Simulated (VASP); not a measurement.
# Fe (Pm-3n) in VASP: relaxation of cell and atoms with PBEsol

Aim: the relaxation of cell and atoms of Fe with PBEsol.

Program: VASP 6.6.1. These are calculated values, not measurements. Logs are shortened: lines on timing, memory, paths and dates and some standing lists are left out, and cuts for length are marked.

### Step 1. The cell of the first run

The structure is cubic, space group Pm-3n (No. 223). Conventional cell: a = 4.565 Å, b = 4.565 Å, c = 4.565 Å, α = 90.00°, β = 90.00°, γ = 90.00°. Within 3.4 Å of Fe (site symmetry m-3) lie 12 Fe at 2.55 Å. Fe (site symmetry -4m2) has 14 Fe at 2.28 to 2.80 Å within 3.0 Å.

### Step 2. Relaxation of cell and atoms, PBEsol, collinear spin, ferromagnetic start

INCAR reads:

```
PREC     = Accurate       # precision mode
ENCUT    = 600            # plane-wave cutoff, eV
EDIFF    = 1E-6           # SCF threshold, eV
ISMEAR   = 0              # smearing method
SIGMA    = 0.1            # smearing width, eV
LREAL    = F              # projectors in reciprocal space
LASPH    = T              # aspherical terms in the spheres
NELM     = 150            # most SCF steps
ALGO     = Normal         # electronic algorithm
ISIF     = 3              # what is computed and relaxed
LWAVE    = F              # write WAVECAR
LCHARG   = F              # write CHGCAR
ISPIN    = 2              # spin polarisation
MAGMOM   = 2.45 2.45 2.54 2.54 2.54 2.54 2.54 2.54 # initial moments
LORBIT   = 11             # projections on sites
LMAXMIX  = 4              # l up to which the mixer works
GGA      = PS             # functional
IBRION   = 2              # ionic algorithm
NSW      = 90             # ionic steps
EDIFFG   = -0.04          # ionic threshold
```

KPOINTS reads:

```
regular mesh
0
Gamma
  4 4 4
```

POSCAR reads:

```
Fe
1.0
    4.5651422198      0.0000000000      0.0000000000
    0.0000000000      4.5651422198      0.0000000000
    0.0000000000      0.0000000000      4.5651422198
Fe
8
Direct
    0.5000000000      0.5000000000      0.5000000000
    0.0000000000      0.0000000000      0.0000000000
    0.2500000000      0.0000000000      0.5000000000
    0.5000000000      0.2500000000      0.0000000000
    0.5000000000      0.7500000000      0.0000000000
    0.7500000000      0.0000000000      0.5000000000
    0.0000000000      0.5000000000      0.7500000000
    0.0000000000      0.5000000000      0.2500000000
```

Potentials or basis: VASP PAW PBE potentials, release 64 (Fe).

On the command line:

```sh
$ cat potpaw_PBE.64/Fe/POTCAR > POTCAR
$ mpirun -np 1 vasp_std > vasp.out
```

OUTCAR:

```text
PREC = Accurate
   ENCUT = 600
   EDIFF = 1E-6
   ISMEAR = 0
   LREAL = F
   LASPH = T
   NELM = 150
   ISIF = 3
   ISPIN = 2
   LORBIT = 11
   GGA = PS
   IBRION = 2
   NSW = 90
   EDIFFG = -0.04

 ion  position               nearest neighbor table
   1  0.500  0.500  0.500-   3 2.55   4 2.55   5 2.55   6 2.55   7 2.55   8 2.55   4 2.55   5 2.55
                             3 2.55   6 2.55   7 2.55   8 2.55
   2  0.000  0.000  0.000-   3 2.55   4 2.55   5 2.55   6 2.55   7 2.55   8 2.55   3 2.55   6 2.55
                             7 2.55   8 2.55   4 2.55   5 2.55
   3  0.250  0.000  0.500-   6 2.28   6 2.28   1 2.55   2 2.55   1 2.55   2 2.55   8 2.80   5 2.80
                             4 2.80   5 2.80   4 2.80   7 2.80   8 2.80   7 2.80
   4  0.500  0.250  0.000-   5 2.28   5 2.28   1 2.55   1 2.55   2 2.55   2 2.55   8 2.80   3 2.80
                             3 2.80   6 2.80   6 2.80   7 2.80   7 2.80   8 2.80
   5  0.500  0.750  0.000-   4 2.28   4 2.28   1 2.55   1 2.55   2 2.55   2 2.55   8 2.80   3 2.80
                             3 2.80   6 2.80   6 2.80   7 2.80   7 2.80   8 2.80
   6  0.750  0.000  0.500-   3 2.28   3 2.28   1 2.55   2 2.55   1 2.55   2 2.55   8 2.80   4 2.80
                             4 2.80   5 2.80   5 2.80   7 2.80   8 2.80   7 2.80
   7  0.000  0.500  0.750-   8 2.28   8 2.28   1 2.55   2 2.55   2 2.55   1 2.55   3 2.80   4 2.80
                             5 2.80   3 2.80   6 2.80   6 2.80   4 2.80   5 2.80
   8  0.000  0.500  0.250-   7 2.28   7 2.28   1 2.55   2 2.55   2 2.55   1 2.55   3 2.80   4 2.80
                             5 2.80   3 2.80   6 2.80   6 2.80   4 2.80   5 2.80

  LATTYP: Found a simple cubic cell.
 ALAT       =     4.5651422198

  Lattice vectors:

 A1 = (   4.5651422198,   0.0000000000,   0.0000000000)
 A2 = (   0.0000000000,   4.5651422198,   0.0000000000)
 A3 = (   0.0000000000,   0.0000000000,   4.5651422198)

Analysis of symmetry for initial positions (statically):
=====================================================================
 Subroutine PRICEL returns:
 Original cell was already a primitive cell.

 Routine SETGRP: Setting up the symmetry group for a
 simple cubic supercell.

 Subroutine GETGRP returns: Found 48 space group operations
 (whereof 24 operations were pure point group operations)
 out of a pool of 48 trial point group operations.

The static configuration has the point symmetry T_h .
 The point group associated with its full space group is O_h .

Analysis of symmetry for dynamics (positions and initial velocities):
=====================================================================
 Subroutine PRICEL returns:
 Original cell was already a primitive cell.

 Routine SETGRP: Setting up the symmetry group for a
[... 165 lines left out ...]
  ---------------------------------------------------
  free energy    TOTEN  =       -70.26990372 eV

  energy without entropy =      -70.21564730  energy(sigma->0) =      -70.24277551

------------------------ aborting loop because EDIFF is reached ----------------------------------------

  FORCE on cell =-STRESS in cart. coord.  units (eV):
  Direction    XX          YY          ZZ          XY          YZ          ZX
  --------------------------------------------------------------------------------------
  -------------------------------------------------------------------------------------
  Total       -7.4999527     -7.4999527     -7.4999527      0.0000000     -0.0000000     -0.0000000
  in kB     -126.3008204   -126.3008204   -126.3008204      0.0000000     -0.0000000     -0.0000000
  external PRESSURE =    -126.3008204 kB  Pullay stress =       0.0000000 kB
[... 71 lines left out ...]
--------------------------------------- Ionic step        3  -------------------------------------------

 number of electron      64.0000073 magnetization      16.6576061

 Free energy of the ion-electron system (eV)
  ---------------------------------------------------
  ext. energy  EPLUGINS =         0.00000000
  ---------------------------------------------------
  free energy    TOTEN  =       -70.62819705 eV

  energy without entropy =      -70.60023318  energy(sigma->0) =      -70.61421511

 E-fermi :   6.0600     XC(G=0): -13.4786

 val. band max:        6.0548554686   @ k =   0.2500   0.0000   0.0000
 cond. band min:       6.0924373321   @ k =   0.5000   0.5000   0.0000
 fundamental gap:      0.0375818635
 Fermi energy:         6.0599973390

 spin component 1

 k-point     1 :       0.0000    0.0000    0.0000
  band No.  band energies     occupation
      1      -2.6637      1.00000
      2       1.0005      1.00000
      3       1.0005      1.00000
      4       1.7259      1.00000
      5       1.7514      1.00000
      6       1.7514      1.00000
[... 459 lines left out ...]
     43       6.8783      0.00000
     44       6.8783      0.00000
 Fermi energy:         6.0599973390

 spin component 2

 k-point     1 :       0.0000    0.0000    0.0000
  band No.  band energies     occupation
      1      -2.4144      1.00000
      2       2.1182      1.00000
      3       2.1182      1.00000
      4       2.7241      1.00000
      5       3.4365      1.00000
      6       3.4365      1.00000
[... 459 lines left out ...]
     43       8.7194      0.00000
     44       8.7194      0.00000
 [bands above 44 left out]

------------------------ aborting loop because EDIFF is reached ----------------------------------------

  FORCE on cell =-STRESS in cart. coord.  units (eV):
  Direction    XX          YY          ZZ          XY          YZ          ZX
  --------------------------------------------------------------------------------------
  -------------------------------------------------------------------------------------
  Total        0.0990915      0.0990915      0.0990915     -0.0000000     -0.0000000     -0.0000000
  in kB        1.8130215      1.8130215      1.8130215     -0.0000000     -0.0000000     -0.0000000
  external PRESSURE =       1.8130215 kB  Pullay stress =       0.0000000 kB
[... 23 lines left out ...]
  FREE ENERGIE OF THE ION-ELECTRON SYSTEM (eV)
  ---------------------------------------------------
  free  energy   TOTEN  =       -70.6281970502 eV

  energy  without entropy=      -70.6002331779  energy(sigma->0) =      -70.61421511

 reached required accuracy - stopping structural energy minimisation

 total charge

# of ion       s       p       d       tot
------------------------------------------
    1        0.516   0.597   6.296   7.409
    2        0.516   0.597   6.296   7.409
    3        0.509   0.573   6.290   7.372
    4        0.509   0.573   6.290   7.372
    5        0.509   0.573   6.290   7.372
    6        0.509   0.573   6.290   7.372
    7        0.509   0.573   6.290   7.372
    8        0.509   0.573   6.290   7.372
--------------------------------------------------
tot          4.087   4.630  50.331  59.048

 magnetization (x)

# of ion       s       p       d       tot
------------------------------------------
    1       -0.028  -0.060   1.933   1.845
    2       -0.028  -0.060   1.933   1.845
    3       -0.016  -0.047   2.201   2.138
    4       -0.016  -0.047   2.201   2.138
    5       -0.016  -0.047   2.201   2.138
    6       -0.016  -0.047   2.201   2.138
    7       -0.016  -0.047   2.201   2.138
    8       -0.016  -0.047   2.201   2.138
--------------------------------------------------
tot         -0.151  -0.405  17.074  16.519
```

OSZICAR:

```text
N       E                     dE             d eps       ncg     rms          rms(c)
DAV:   1     0.562725850545E+03    0.56273E+03   -0.29725E+04  1936   0.193E+03
DAV:   2    -0.262098688608E+02   -0.58894E+03   -0.56147E+03  1936   0.389E+02
[... 40 lines left out ...]
DAV:   6    -0.706279673791E+02    0.14194E-01   -0.19956E-02  2008   0.113E+00    0.369E-01
DAV:   7    -0.706281035747E+02   -0.13620E-03   -0.16366E-03  1992   0.571E-01    0.160E-01
DAV:   8    -0.706281513580E+02   -0.47783E-04   -0.21166E-04  2040   0.238E-01    0.759E-02
DAV:   9    -0.706281806182E+02   -0.29260E-04   -0.24797E-05  1984   0.452E-02    0.462E-02
DAV:  10    -0.706281979044E+02   -0.17286E-04   -0.85661E-06  2392   0.335E-02    0.153E-02
DAV:  11    -0.706281970502E+02    0.85415E-06   -0.52263E-06  1904   0.317E-02
   3 F= -.70628197E+02 E0= -.70614215E+02  d E =-.358293E+00  mag=    16.6574
```

CONTCAR:

```text
Fe
   1.00000000000000
     4.4406647935335339   -0.0000000000000000   -0.0000000000000000
     0.0000000000000000    4.4406647935335339   -0.0000000000000000
    -0.0000000000000000   -0.0000000000000000    4.4406647935335339
  Fe
     8
Direct
     0.5000000000000000    0.5000000000000000    0.5000000000000000
     0.0000000000000000    0.0000000000000000    0.0000000000000000
     0.2500000000000000    0.0000000000000000    0.5000000000000000
     0.5000000000000000    0.2500000000000000    0.0000000000000000
     0.5000000000000000    0.7500000000000000    0.0000000000000000
     0.7500000000000000    0.0000000000000000    0.5000000000000000
     0.0000000000000000    0.5000000000000000    0.7500000000000000
     0.0000000000000000    0.5000000000000000    0.2500000000000000

  0.00000000E+00  0.00000000E+00  0.00000000E+00
  0.00000000E+00  0.00000000E+00  0.00000000E+00
  0.00000000E+00  0.00000000E+00  0.00000000E+00
  0.00000000E+00  0.00000000E+00  0.00000000E+00
  0.00000000E+00  0.00000000E+00  0.00000000E+00
  0.00000000E+00  0.00000000E+00  0.00000000E+00
  0.00000000E+00  0.00000000E+00  0.00000000E+00
  0.00000000E+00  0.00000000E+00  0.00000000E+00
```

It took 2.4 min on 1 thread of Intel Xeon 6975P-C (Granite Rapids), shared host; peak memory 0.28 GiB.

Results:

```
Free energy                                           : -70.6282 eV
Relaxed volume                                        : 10.95 Å³/atom
Relaxed cell                                          : a = 4.441 Å, b = 4.441 Å, c = 4.441 Å, α = 90.00°, β = 90.00°, γ = 90.00°
Space group after relaxing (to 0.1 Å)                 : Pm-3n (No. 223)
Energy gained by relaxing                             : 44.8 meV/atom
Ionic steps                                           : 3
Pressure after relaxing                               : 0.2 GPa
Net moment                                            : 16.66 μB per cell
Site moments                                          : Fe +1.84, +2.14 (each value once) μB
Valence electrons inside the program's atomic spheres : Fe 7.41, 7.37 (each value once)
```

The path:
```csv
step,energy change (eV),largest force (eV/Å),pressure (GPa),volume (Å³)
1,0.0000,0.0000,-12.63,95.14
2,-0.1499,0.0000,13.77,82.81
3,-0.3583,0.0000,0.18,87.57
```

Final structure:
```
Fe
1.0
     4.44066    0.00000    0.00000
     0.00000    4.44066    0.00000
     0.00000    0.00000    4.44066
Fe
8
Direct
  0.50000 0.50000 0.50000
  0.00000 0.00000 0.00000
  0.25000 0.00000 0.50000
  0.50000 0.25000 0.00000
  0.50000 0.75000 0.00000
  0.75000 0.00000 0.50000
  0.00000 0.50000 0.75000
  0.00000 0.50000 0.25000
```

Caveat: the PAW data sets were made with another functional, which shifts forces and pressure a little.
